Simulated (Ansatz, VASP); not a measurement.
# Cu in VASP and in Ansatz

```
Cu
1.0
     2.56598    0.00000    0.00000
     0.00000    2.56598    0.00000
     0.00000    0.00000   30.51536
Cu
9
Direct
  0.00000 0.00000 0.26384
  0.50000 0.50000 0.32130
  0.00000 0.00000 0.38103
  0.50000 0.50000 0.44051
  0.00000 0.00000 0.50000
  0.50000 0.50000 0.55950
  0.00000 0.00000 0.61897
  0.50000 0.50000 0.67870
  0.00000 0.00000 0.73616
```

Alike in both runs: functional PBE; k mesh 13 × 13 × 1; no spin polarisation.

Ansatz relaxed the structure, and its values are those at the end. VASP's run is a single point on that final structure, the one shown.

|  | VASP | Ansatz |
| --- | --- | --- |
| version | VASP 6.6.1 | Ansatz 0.2.0 |
| potentials or method | VASP PAW PBE potentials, release 64 (Cu) | plane-wave PAW, scalar-relativistic |
| plane-wave cutoff (eV) | 520 | 420 |
| occupations | methfessel-paxton of order 1, width 0.1 eV | cold, width 0.1 eV |
| valence electrons in the cell | 99 | 171 |

|  | VASP | Ansatz | Ansatz less VASP |
| --- | --- | --- | --- |
| rms of the force components (eV/Å) | 0.012 | 0.003 | -0.0090 |
| work function, face that differs most (eV) | 4.52 | 4.54 | +0.020 |

VASP's potentials hold 99 valence electrons a cell and Ansatz's 171, so a difference there can come from the potentials and not from the codes.
